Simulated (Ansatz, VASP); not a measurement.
One calculation of GaO3, two programs

```
Ga O
1.0
     3.89591    0.00000    0.00000
     0.00000    3.89591    0.00000
     0.00000    0.00000    3.89591
Ga O
1 3
Direct
  0.00000 0.00000 0.00000
  0.50000 0.00000 0.00000
  0.00000 0.50000 0.00000
  0.00000 0.00000 0.50000
```

Change from the starting cell: species swapped into the ScF3 type (Pm-3m, No. 221).

Alike in both runs: functional PBE; k mesh 4 × 4 × 4; occupations gaussian, width 0.1 eV; collinear spin.

Ansatz relaxed the structure, and its values are those at the end. VASP's run is a single point on that final structure, the one shown.

|  | VASP | Ansatz |
| --- | --- | --- |
| version | VASP 6.6.1 | Ansatz 0.2.0 |
| potentials or method | VASP PAW PBE potentials, release 64 (Ga_d, O), cutoff 520 eV | scalar-relativistic, plane waves, PAW |
| valence electrons in the cell | 31 | 31 |

```csv
,VASP,Ansatz,Ansatz less VASP
gap on the k mesh at the Fermi level (eV),none,none,-
pressure (GPa),0.6,0.3,-0.26
net moment per atom (μB),0.75,0.75,0.000
size of the moment on the site where the two differ most (μB),0.07,0.01,-0.055
```

Site moments also hang on the region over which each program counts them. A gap of «none» marks a metal or a gap that the smearing closes.

The k mesh is coarse, so the values compare programs but aren't converged.
